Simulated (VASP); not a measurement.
Input of a VASP 6.6.1 run:

Contents of INCAR:

```
PREC = Accurate
ENCUT = 500
EDIFF = 1E-6
ISMEAR = 0
SIGMA = 0.1
LREAL = F
LASPH = T
NELM = 120
ALGO = Normal
ISIF = 2
LWAVE = F
LCHARG = T
LELF = T
LVHAR = T
NBANDS = 16
GGA_COMPAT = F
```

KPOINTS

```
Automatic mesh
0
Gamma
  12 12 12
```

The input POSCAR:

```
InSb
1.0
    0.0000000000      3.2249616416      3.2249616416
    3.2249616416      0.0000000000      3.2249616416
    3.2249616416      3.2249616416      0.0000000000
In Sb
1 1
Direct
    0.0000000000      0.0000000000      0.0000000000
    0.7500000000      0.7500000000      0.7500000000
```

Potentials or basis: VASP PAW LDA potentials, release 64 (In_d, Sb).

The run is started by

```bash
$ cat potpaw_LDA.64/In_d/POTCAR potpaw_LDA.64/Sb/POTCAR > POTCAR
$ mpirun -np 1 vasp_std > vasp.out
```

What does it give for the pressure?

0.1 GPa.

Estimate the band gap on the k mesh.

zero (filled and empty bands touch).

Caveat: spin-orbit coupling is left out, which moves the levels of the heavy elements.
